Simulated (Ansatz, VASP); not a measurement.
One calculation of Ti3Al5, two programs

Contents of POSCAR:

```
Ti3Al5
1.0
    3.7033725143      0.0000000000      0.0000000000
    0.0000000000      3.7033725143      0.0000000000
    0.0000000000      0.0000000000      8.7411785407
Ti Al
3 5
Direct
    0.0000000000      0.0000000000      0.5000000000
    0.5000000000      0.5000000000      0.0000000000
    0.5000000000      0.5000000000      0.5000000000
    0.0000000000      0.5000000000      0.2513308222
    0.0000000000      0.5000000000      0.7486691778
    0.5000000000      0.0000000000      0.2513308222
    0.5000000000      0.0000000000      0.7486691778
    0.0000000000      0.0000000000      0.0000000000
```

The input INCAR.step1:

```
SYSTEM = Ti3Al5
  PREC = Accurate
  ENCUT = 520
  ISMEAR = 0
  SIGMA = 0.15
  LREAL = .FALSE.
  LASPH = .TRUE.
  NELM = 100
  NBANDS = 36
  GGA = PE
  ALGO = Normal
  EDIFF = 1E-4
  LWAVE = .TRUE.
  LCHARG = .FALSE.
```

The input INCAR.step2:

```
SYSTEM = Ti3Al5
  PREC = Accurate
  ENCUT = 520
  EDIFF = 1E-6
  ISMEAR = 0
  SIGMA = 0.15
  LREAL = .FALSE.
  LASPH = .TRUE.
  NELM = 100
  ALGO = Normal
  ISIF = 2
  LWAVE = .FALSE.
  LCHARG = .TRUE.
  METAGGA = R2SCAN
  LMIXTAU = .TRUE.
  LELF = .TRUE.
  LVHAR = .TRUE.
  NBANDS = 36
  ISTART = 1
```

KPOINTS

```
Automatic mesh
0
G
  10 10 6
  0 0 0
```

Input for Ansatz:

```yaml
crystal:
  lattice:
    - [3.7033725143, 0.0, 0.0]
    - [0.0, 3.7033725143, 0.0]
    - [0.0, 0.0, 8.7411785407]
  atoms:
    - { symbol: Ti, position: [0.0, 0.0, 0.5] }
    - { symbol: Ti, position: [0.5, 0.5, 0.0] }
    - { symbol: Ti, position: [0.5, 0.5, 0.5] }
    - { symbol: Al, position: [0.0, 0.5, 0.2513308222] }
    - { symbol: Al, position: [0.0, 0.5, 0.7486691778] }
    - { symbol: Al, position: [0.5, 0.0, 0.2513308222] }
    - { symbol: Al, position: [0.5, 0.0, 0.7486691778] }
    - { symbol: Al, position: [0.0, 0.0, 0.0] }
basis:
  ecutwfc: 500
kpoints:
  mp_grid: { grid: [10, 10, 6] }
hamiltonian:
  xc: r2scan
scf:
  occupations: { method: gaussian, width: 0.15 }
output:
  forces: true
  stress: true
  eigenvalues: true
```

Change from the starting cell: strain -0.050 along x and y, +0.050 along z, atoms carried along.

Alike in both runs: task single point; functional r2SCAN; k mesh 10 × 10 × 6; occupations gaussian, width 0.15 eV; no spin polarisation.

|  | VASP | Ansatz |
| --- | --- | --- |
| version | VASP 6.6.1 | Ansatz 0.2.0 |
| potentials or method | VASP PAW PBE potentials, release 64 (Ti_sv, Al), cutoff 520 eV | scalar-relativistic, plane waves, PAW |
| valence electrons in the cell | 51 | 51 |

```tsv
	VASP	Ansatz	Ansatz less VASP
gap on the k mesh at the Fermi level (eV)	none	none	-
pressure (GPa)	7.8	7.7	-0.05
traceless stress, the component that is largest in VASP (GPa)	-12.65	-12.65	0.000
rms of the force components (eV/Å)	0.038	0.032	-0.0055
```

VASP's potentials were made for PBE, not for r2SCAN. Atom by atom the forces differ by 0.005 eV/Å (rms over components). A gap of «none» marks a metal or a gap that the smearing closes.
